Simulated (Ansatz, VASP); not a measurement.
**Two plane-wave programs on Tl**

INCAR

```
SYSTEM = Tl
ALGO = Normal ; EDIFF = 1E-7
ENCUT = 520 ; GGA = PS
ISIF = 2 ; ISMEAR = -1
LASPH = .True. ; LCHARG = .True.
LELF = .True. ; LREAL = .False.
LVHAR = .True. ; LWAVE = .False.
NBANDS = 20 ; NELM = 60
PREC = Accurate ; SIGMA = 0.1
```

The input KPOINTS:

```
k-points
0
Gamma
  17 17 10
  0 0 0
```

POSCAR

```
Tl
1.0
    3.3646412634      0.0000000000      0.0000000000
   -1.6823206317      2.9138648087      0.0000000000
    0.0000000000      0.0000000000      5.3664941493
Tl
2
Direct
    0.3333333333      0.6666666667      0.2500000000
    0.6666666667      0.3333333333      0.7500000000
```

Input for Ansatz:

```yaml
crystal:
  lattice:
    - [3.3646412721, 0.0, 0.0]
    - [-1.6823206361, 2.9138648163, 0.0]
    - [0.0, 0.0, 5.3664941389]
  atoms:
    - { symbol: Tl, position: [0.3333333333, 0.6666666667, 0.25] }
    - { symbol: Tl, position: [0.6666666667, 0.3333333333, 0.75] }
hamiltonian:
  xc: pbesol
  pseudopotentials:
    kind: paw
    azcp:
      Tl: "pseudopotentials/Tl.paw.azcp"
basis:
  ecutwfc: 420
  fft_grid_basis: typed
kpoints:
  mp_grid: { grid: [17, 17, 10], shift: [0, 0, 0] }
magnetization:
  spin_polarized: false
scf:
  occupations: { method: fermi_dirac, width: 0.1 }
output:
  stress: true
```

Alike in both runs: task single point; functional PBEsol; k mesh 17 × 17 × 10; occupations fermi-dirac, width 0.1 eV; no spin polarisation.

|  | VASP | Ansatz |
| --- | --- | --- |
| version | VASP 6.6.1 | Ansatz 0.2.0 |
| potentials or method | VASP PAW PBE potentials, release 64 (Tl_d), cutoff 520 eV | plane waves (420 eV) with PAW, scalar-relativistic |
| valence electrons in the cell | 26 | 26 |

```csv
,VASP,Ansatz,Ansatz less VASP
pressure (GPa),3.7,3.8,+0.07
"traceless stress, the component that is largest in VASP (GPa)",0.12,0.13,+0.005
```

VASP's potentials were made for PBE, not for PBEsol, and Ansatz warns of the same on its side.

Neither program's run includes spin-orbit coupling.
